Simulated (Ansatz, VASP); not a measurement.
**NiRu2: VASP beside Ansatz**

Contents of INCAR:

```
SYSTEM = NiRu2
  PREC = Accurate
  ENCUT = 600
  EDIFF = 1E-7
  ISMEAR = 0
  SIGMA = 0.1
  LREAL = .FALSE.
  LASPH = .TRUE.
  NELM = 150
  ALGO = Normal
  ISIF = 3
  LWAVE = .FALSE.
  LCHARG = .FALSE.
  ISPIN = 2
  MAGMOM = 0.38 0.38 0.31 0.31 0.31 0.31
  LORBIT = 11
  LMAXMIX = 4
  GGA = PE
  IBRION = 2
  NSW = 90
  EDIFFG = -0.04
```

The input KPOINTS:

```
regular mesh
0
G
  4 4 4
  0 0 0
```

File POSCAR:

```
NiRu2
1.0
    0.0000000000      3.3011051372      3.3011051372
    3.3011051372      0.0000000000      3.3011051372
    3.3011051372      3.3011051372      0.0000000000
Ni Ru
2 4
Direct
    0.0000000000      0.0000000000      0.0000000000
    0.2500000000      0.2500000000      0.2500000000
    0.6250000000      0.6250000000      0.6250000000
    0.1250000000      0.6250000000      0.6250000000
    0.6250000000      0.6250000000      0.1250000000
    0.6250000000      0.1250000000      0.6250000000
```

Input for Ansatz:

```yaml
crystal:
  lattice:
    - [0.0, 3.3011051372, 3.3011051372]
    - [3.3011051372, 0.0, 3.3011051372]
    - [3.3011051372, 3.3011051372, 0.0]
  atoms:
    - { symbol: Ni, position: [0.0, 0.0, 0.0], spin: 0.38 }
    - { symbol: Ni, position: [0.25, 0.25, 0.25], spin: 0.38 }
    - { symbol: Ru, position: [0.625, 0.625, 0.625], spin: 0.31 }
    - { symbol: Ru, position: [0.125, 0.625, 0.625], spin: 0.31 }
    - { symbol: Ru, position: [0.625, 0.625, 0.125], spin: 0.31 }
    - { symbol: Ru, position: [0.625, 0.125, 0.625], spin: 0.31 }
basis:
  ecutwfc: 420
kpoints:
  mp_grid: { grid: [4, 4, 4] }
hamiltonian:
  xc: pbe
scf:
  occupations: { method: gaussian, width: 0.1 }
  lower_state_search: "off"
output:
  forces: true
  stress: true
  eigenvalues: true
  populations: true
magnetization:
  spin_polarized: true
relax:
  adjacent_minimum: "off"
  f_tol: 0.04
  max_steps: 70
  cell: { stress_tol: 0.4 }
```

Alike in both runs: task relaxation of cell and atoms; functional PBE; k mesh 4 × 4 × 4; occupations gaussian, width 0.1 eV; collinear spin.

|  | VASP | Ansatz |
| --- | --- | --- |
| version | VASP 6.6.1 | Ansatz 0.2.0 |
| potentials or method | VASP PAW PBE potentials, release 64 (Ni, Ru_pv), cutoff 600 eV | scalar-relativistic, plane waves, PAW |
| valence electrons in the cell | 76 | 100 |

```tsv
	VASP	Ansatz	Ansatz less VASP
gap on the k mesh at the Fermi level, each at its own relaxed structure (eV)	none	none	-
net moment per atom (μB)	0.00	0.73	+0.729
size of the moment on the site where the two differ most (μB)	0.00	0.70	+0.703
relaxed volume (Å³/atom)	14.49	14.61	+0.117
relaxed cell length with the largest relative difference (Å)	4.972	4.986	+0.0134
```

The net moments are unlike, so the other rows may belong to different states. Site moments also hang on the region over which each program counts them. A gap of «none» marks a metal or a gap that the smearing closes. VASP's potentials hold 76 valence electrons a cell and Ansatz's 100, so a difference there can come from the potentials and not from the codes.

The k mesh is coarse, so the values compare programs but aren't converged. Noted on VASP's run: the volume moved by over 15 % at a fixed basis, so the end points are rough.
